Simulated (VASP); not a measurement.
Set up this calculation in VASP 6.6.1, as the native input.

```
Task                   : single point
Functional             : PBE
Potentials or basis    : VASP PAW PBE potentials, release 64 (Hf_pv, O)
Cutoff                 : 520 eV
k mesh                 : 8 × 8 × 8
Occupations            : gaussian, width 0.05 eV
Spin                   : no spin polarisation
Dipole correction      : no
Further INCAR settings : ALGO = Normal; EDIFF = 1e-07; NBANDS = 18
```

The structure of HfO2 lies in POSCAR:

```
HfO2
1.0
    0.0000000000      2.4552000000      2.4552000000
    2.4552000000      0.0000000000      2.4552000000
    2.4552000000      2.4552000000      0.0000000000
Hf O
1 2
Direct
    0.0000000000      0.0000000000      0.0000000000
    0.2500000000      0.2500000000      0.2500000000
    0.7500000000      0.7500000000      0.7500000000
```

This cell differs from its parent crystal: strain -0.040 along x and y, -0.040 along z.

One way to write it, as run:

INCAR

```
PREC     = Accurate       # precision mode
ENCUT    = 520            # plane-wave cutoff, eV
EDIFF    = 1E-7           # SCF threshold, eV
ISMEAR   = 0              # smearing method
SIGMA    = 0.05           # smearing width, eV
LREAL    = F              # projectors in reciprocal space
LASPH    = T              # aspherical terms in the spheres
NELM     = 100            # most SCF steps
ALGO     = Normal         # electronic algorithm
ISIF     = 2              # what is computed and relaxed
LWAVE    = F              # write WAVECAR
LCHARG   = F              # write CHGCAR
GGA      = PE             # functional
NBANDS   = 18             # bands
```

KPOINTS

```
regular mesh
0
Gamma
  8 8 8
```

Potentials or basis: VASP PAW PBE potentials, release 64 (Hf_pv, O).

Command:

```bash
$ cat potpaw_PBE.64/Hf_pv/POTCAR potpaw_PBE.64/O/POTCAR > POTCAR
$ mpirun -np 1 vasp_std > vasp.out
```

Results of the run:

```
Pressure               : 30.2 GPa
Band gap on the k mesh : 4.06 eV, direct
```

Caveat: the cell differs from its parent crystal (strain -0.040 along x and y, -0.040 along z); spin-orbit coupling is left out, which moves the levels of the heavy elements.

Wall time 8.7 s on 1 thread of Intel(R) Xeon(R) 6975P-C (Granite Rapids) (shared host), peak memory 0.16 GiB.
